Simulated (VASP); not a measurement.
# Pt (I4/mmm) in VASP: further runs

Pt is run at these levels: PBEsol; tasks: single point, relaxation of cell and atoms.

Program: VASP 6.6.1. These are calculated values, not measurements. Logs are shortened: lines on timing, memory, paths and dates and some standing lists are left out, and cuts for length are marked.

## 1. The cell of the first run

It takes space group I4/mmm (No. 139, tetragonal). The conventional cell has a = 3.354 Å, b = 3.354 Å, c = 2.702 Å, α = 90.00°, β = 90.00°, γ = 90.00°. Within 3.6 Å of Pt (site symmetry 4/mmm) lie 14 Pt at 2.70 to 3.35 Å.

## 2. Single point, PBEsol

File INCAR:

```
SYSTEM = Pt
PREC = Accurate
ENCUT = 520
EDIFF = 1E-7
ISMEAR = 0
SIGMA = 0.1
LREAL = .FALSE.
LASPH = .TRUE.
NELM = 100
ALGO = Normal
ISIF = 2
LWAVE = .FALSE.
LCHARG = .FALSE.
GGA = PS
NBANDS = 11
```

File KPOINTS:

```
regular mesh
0
G
  26 26 26
  0 0 0
```

File POSCAR:

```
Pt
1.0
   -1.6770128376      1.6770128376      1.3511715215
    1.6770128376     -1.6770128376      1.3511715215
    1.6770128376      1.6770128376     -1.3511715215
Pt
1
Direct
    0.5000000000      0.5000000000      0.0000000000
```

Potentials or basis: VASP PAW PBE potentials, release 64 (Pt).

Started as:

```console
$ cat potpaw_PBE.64/Pt/POTCAR > POTCAR
$ mpirun -np 1 vasp_std > vasp.out
```

OUTCAR:

```text
SYSTEM = Pt
   PREC = Accurate
   ENCUT = 520
   EDIFF = 1E-7
   ISMEAR = 0
   LREAL = .FALSE.
   LASPH = .TRUE.
   NELM = 100
   ISIF = 2
   GGA = PS

 ion  position               nearest neighbor table
   1  0.500  0.500  0.000-

  LATTYP: Found a body centered tetragonal cell.
 ALAT       =     3.3540256752
 C/A-ratio  =     0.8057013585

  Lattice vectors:

 A1 = (  -1.6770128376,   1.6770128376,   1.3511715215)
 A2 = (   1.6770128376,  -1.6770128376,   1.3511715215)
 A3 = (   1.6770128376,   1.6770128376,  -1.3511715215)

Analysis of symmetry for initial positions (statically):
=====================================================================
 Subroutine PRICEL returns:
 Original cell was already a primitive cell.

 Routine SETGRP: Setting up the symmetry group for a
 body centered tetragonal supercell.

 Subroutine GETGRP returns: Found 16 space group operations
 (whereof 16 operations were pure point group operations)
 out of a pool of 16 trial point group operations.

The static configuration has the point symmetry D_4h.

Analysis of symmetry for dynamics (positions and initial velocities):
=====================================================================
 Subroutine PRICEL returns:
 Original cell was already a primitive cell.

 Routine SETGRP: Setting up the symmetry group for a
 body centered tetragonal supercell.

 Subroutine GETGRP returns: Found 16 space group operations
 (whereof 16 operations were pure point group operations)
 out of a pool of 16 trial point group operations.

The dynamic configuration has the point symmetry D_4h.

 Subroutine INISYM returns: Found 16 space group operations
 (whereof 16 operations are pure point group operations),
 and found     1 'primitive' translations

----------------------------------------------------------------------------------------

                                     Primitive cell

  volume of cell :      15.2000

  direct lattice vectors                    reciprocal lattice vectors
    -1.677012838  1.677012838  1.351171521     0.000000000  0.298149179  0.370049244
     1.677012838 -1.677012838  1.351171521     0.298149179  0.000000000  0.370049244
     1.677012838  1.677012838 -1.351171521     0.298149179  0.298149179  0.000000000

  length of vectors
     2.729543661  2.729543661  2.729543661     0.475215084  0.475215084  0.421646612

  position of ions in fractional coordinates (direct lattice)
     0.500000000  0.500000000  0.000000000

  ion indices of the primitive-cell ions
   primitive index   ion index
                 1           1

----------------------------------------------------------------------------------------

 KPOINTS: regular mesh

Automatic generation of k-mesh.
 Grid dimensions read from file:
 generate k-points for:   26   26   26

 Generating k-lattice:

  Cartesian coordinates                     Fractional coordinates (reciprocal lattice)
     0.000000000  0.011467276  0.014232663     0.038461538  0.000000000  0.000000000
     0.011467276  0.000000000  0.014232663     0.000000000  0.038461538  0.000000000
     0.011467276  0.011467276  0.000000000     0.000000000  0.000000000  0.038461538

  Length of vectors
     0.018277503  0.018277503  0.016217177

  Shift w.r.t. Gamma in fractional coordinates (k-lattice)
     0.000000000  0.000000000  0.000000000

 Subroutine IBZKPT returns following result:
 ===========================================

 Found   1330 irreducible k-points:

 Following reciprocal coordinates:
            Coordinates               Weight
  0.000000  0.000000  0.000000      1.000000
  0.038462 -0.000000  0.000000      8.000000
  0.076923 -0.000000  0.000000      8.000000
  0.115385 -0.000000  0.000000      8.000000
  0.153846 -0.000000  0.000000      8.000000
  0.192308 -0.000000  0.000000      8.000000
[... 16 lines left out ...]
  0.346154  0.038462  0.000000     16.000000
  0.384615  0.038462  0.000000     16.000000
 [... further k-points ...]
   k-points           NKPTS =   1330   k-points in BZ     NKDIM =   1330   number of bands    NBANDS=     11
   number of dos      NEDOS =    301   number of ions     NIONS =      1
   total plane-waves  NPLWV =   8000
   dimension x,y,z NGX =    20 NGY =   20 NGZ =   20
   dimension x,y,z NGXF=    40 NGYF=   40 NGZF=   40
   ions per type =               1
   NGX,Y,Z   is equivalent  to a cutoff of  12.18, 12.18, 12.18 a.u.
   NGXF,Y,Z  is equivalent  to a cutoff of  24.36, 24.36, 24.36 a.u.
 SYSTEM =  Pt
   PREC   = accura    normal or accurate (medium, high low for compatibility)
   ISTART =      0    job   : 0-new  1-cont  2-samecut
   ICHARG =      2    charge: 1-file 2-atom 10-const
   ISPIN  =      1    spin polarized calculation?
   LNONCOLLINEAR =      F non collinear calculations
   LSORBIT =      F    spin-orbit coupling
   LASPH  =      T    aspherical Exc in radial PAW
   ENCUT  =  520.0 eV  38.22 Ry    6.18 a.u.   5.08  5.08  5.08*2*pi/ulx,y,z
   NELM   =    100;   NELMIN=  2; NELMDL= -5     # of ELM steps
   EDIFF  = 0.1E-06   stopping-criterion for ELM
   LREAL  =      F    real-space projection
   EDIFFG = 0.1E-05   stopping-criterion for IOM
   NSW    =      0    number of steps for IOM
   IBRION =     -1    ionic relax: 0-MD 1-quasi-New 2-CG
   NFREE  =      0    steps in history (QN), initial steepest desc. (CG)
   ISIF   =      2    stress and relaxation
   ISYM   =      2    0-nonsym 1-usesym 2-fastsym
   POTIM  = 0.5000    time-step for ionic-motion
   TEBEG  =    0.0;   TEEND  =   0.0 temperature during run
   PSTRESS=    0.0 pullay stress
   NELECT =      10.0000    total number of electrons
   NUPDOWN=      -1.0000    fix difference up-down
   EMIN   =  10.00;   EMAX   =-10.00  energy-range for DOS
   EFERMI =   0.00;   METHOD = LEGACY
   ISMEAR =     0;   SIGMA  =   0.10  broadening in eV -4-tet -1-fermi 0-gaus
   EFERMI_NEDOS =   21; number of points for ismear=-14 and -15
   IALGO  =     38    algorithm
   IMIX   =      4    mixing-type and parameters
     AMIX     =   0.40;   BMIX     =  1.00
     AMIX_MAG =   1.60;   BMIX_MAG =  1.00
  volume/ion in A,a.u.               =      15.20       102.57
  Fermi-wavevector in a.u.,A,eV,Ry     =   1.423837  2.690663 27.583269  2.027313
  Thomas-Fermi vector in A             =   2.544392
   LORBIT       =      0    0 simple, 1 ext, 2 COOP (PROOUT), +10 PAW based schemes
   GGA     = PS    functional components
   LHFCALC =     F    Hartree Fock is set to
   AEXX    =    0.0000 exact exchange contribution
   IVDW    =     0    specifies the selected vdW correction
   LEPSILON=     F    determine dielectric tensor
   LRPA    =     F    only Hartree local field effects (RPA)
 non-spin polarized calculation
 Gauss-broadening in eV      SIGMA  =   0.10
  energy-cutoff  :      520.00
  volume of cell :       15.20
 maximum number of plane-waves:       425
   NGX = 11   NGY = 11   NGZ = 11

 number of electron      10.0000000 magnetization

 Free energy of the ion-electron system (eV)
  ---------------------------------------------------
  ext. energy  EPLUGINS =         0.00000000
  ---------------------------------------------------
  free energy    TOTEN  =        -6.95420480 eV

  energy without entropy =       -6.94877346  energy(sigma->0) =       -6.95148913

 E-fermi :  10.9090     XC(G=0): -13.5683

 val. band max:       10.9081465447   @ k =   0.3462   0.1923   0.0769
 cond. band min:      10.9091663226   @ k =   0.3462   0.0769   0.0769
 fundamental gap:      0.0010197779
 Fermi energy:        10.9089932221

 k-point     1 :       0.0000    0.0000    0.0000
  band No.  band energies     occupation
      1       0.7394      2.00000
      2       5.9021      2.00000
      3       7.6435      2.00000
      4       8.0542      2.00000
      5       8.0542      2.00000
      6      10.5429      2.00000
      7      26.4315      0.00000
      8      26.4315      0.00000
      9      31.6286      0.00000
     10      36.2686      0.00000
     11      36.2686      0.00000

 k-point     2 :       0.0385   -0.0000    0.0000
  band No.  band energies     occupation
      1       0.8101      2.00000
      2       5.9266      2.00000
      3       7.6679      2.00000
      4       8.0336      2.00000
      5       8.0377      2.00000
      6      10.5095      2.00000
      7      26.5246      0.00000
      8      26.5432      0.00000
      9      31.4883      0.00000
     10      35.4940      0.00000
     11      36.1818      0.00000

 k-point     3 :       0.0769   -0.0000    0.0000
  band No.  band energies     occupation
      1       1.0196      2.00000
      2       5.9901      2.00000
      3       7.7008      2.00000
      4       8.0012      2.00000
      5       8.0149      2.00000
      6      10.4164      2.00000
      7      26.7837      0.00000
      8      26.8715      0.00000
      9      31.0414      0.00000
     10      34.5734      0.00000
     11      35.8962      0.00000

 k-point     4 :       0.1154   -0.0000    0.0000
  band No.  band energies     occupation
      1       1.3595      2.00000
      2       6.0616      2.00000
      3       7.6248      2.00000
      4       7.9856      2.00000
      5       8.1252      2.00000
      6      10.2815      2.00000
      7      27.1415      0.00000
      8      27.3960      0.00000
      9      30.2870      0.00000
     10      34.0138      0.00000
     11      35.3561      0.00000
[... 239 lines left out ...]
 k-point    22 :       0.3077    0.0385    0.0000
  band No.  band energies     occupation
      1       3.8935      2.00000
      2       5.4191      2.00000
      3       7.9489      2.00000
      4       9.4824      2.00000
      5       9.8961      2.00000
      6      10.3497      2.00000
      7      23.3331      0.00000
      8      25.8719      0.00000
      9      28.1481      0.00000
     10      32.9536      0.00000
     11      33.3497      0.00000

 k-point    23 :       0.3462    0.0385    0.0000
  band No.  band energies     occupation
      1       3.9463      2.00000
      2       5.2461      2.00000
      3       8.6639      2.00000
      4       9.4859      2.00000
      5      10.5070      2.00000
      6      10.7510      1.97459
      7      21.8446      0.00000
      8      24.8699      0.00000
      9      27.1036      0.00000
     10      33.1238      0.00000
     11      34.2857      0.00000

 k-point    24 :       0.3846    0.0385    0.0000
  band No.  band energies     occupation
      1       3.9194      2.00000
      2       5.1092      2.00000
      3       9.1393      2.00000
      4       9.8260      2.00000
      5      11.0525      0.04234
      6      11.1562      0.00047
      7      20.3554      0.00000
      8      24.1349      0.00000
      9      26.1950      0.00000
     10      33.3653      0.00000
     11      34.9199      0.00000

 [... further k-points ...]

------------------------ aborting loop because EDIFF is reached ----------------------------------------

  FORCE on cell =-STRESS in cart. coord.  units (eV):
  Direction    XX          YY          ZZ          XY          YZ          ZX
  --------------------------------------------------------------------------------------
  -------------------------------------------------------------------------------------
  Total       -0.0408293     -0.0408293     -0.0390590      0.0000000     -0.0000000      0.0000000
  in kB       -4.3036759     -4.3036759     -4.1170742      0.0000000     -0.0000000      0.0000000
  external PRESSURE =      -4.2414753 kB  Pullay stress =       0.0000000 kB

 VOLUME and BASIS-vectors are now :
 -----------------------------------------------------------------------------
  energy-cutoff  :      520.00
  volume of cell :       15.20
      direct lattice vectors                 reciprocal lattice vectors
    -1.677012838  1.677012838  1.351171521     0.000000000  0.298149179  0.370049244
     1.677012838 -1.677012838  1.351171521     0.298149179  0.000000000  0.370049244
     1.677012838  1.677012838 -1.351171521     0.298149179  0.298149179  0.000000000

 POSITION                                       TOTAL-FORCE (eV/Angst)
 -----------------------------------------------------------------------------------
      0.00000      0.00000      1.35117        -0.000000      0.000000     -0.000000
 -----------------------------------------------------------------------------------
    total drift:                               -0.000000     -0.000000      0.000000

  FREE ENERGIE OF THE ION-ELECTRON SYSTEM (eV)
  ---------------------------------------------------
  free  energy   TOTEN  =        -6.9542048011 eV

  energy  without entropy=       -6.9487734608  energy(sigma->0) =       -6.95148913
```

Run time: 2.2 min. Hardware: 1 thread of Intel Xeon Platinum 8259CL at 2.50GHz (Skylake/Cascade Lake), shared host; peak memory 0.32 GiB.

Results:

```yaml
Free_energy: -6.9542 eV
Pressure: -0.4 GPa
Band_gap_on_the_k_mesh: zero (band 5 reaches 11.68 eV, above the bottom of band 6 at 9.49 eV)
```

Caveat: the PAW data sets were made with another functional, which shifts forces and pressure a little; spin-orbit coupling is left out, which moves the levels of the heavy elements.

(Part 1 of 2 ends here.)
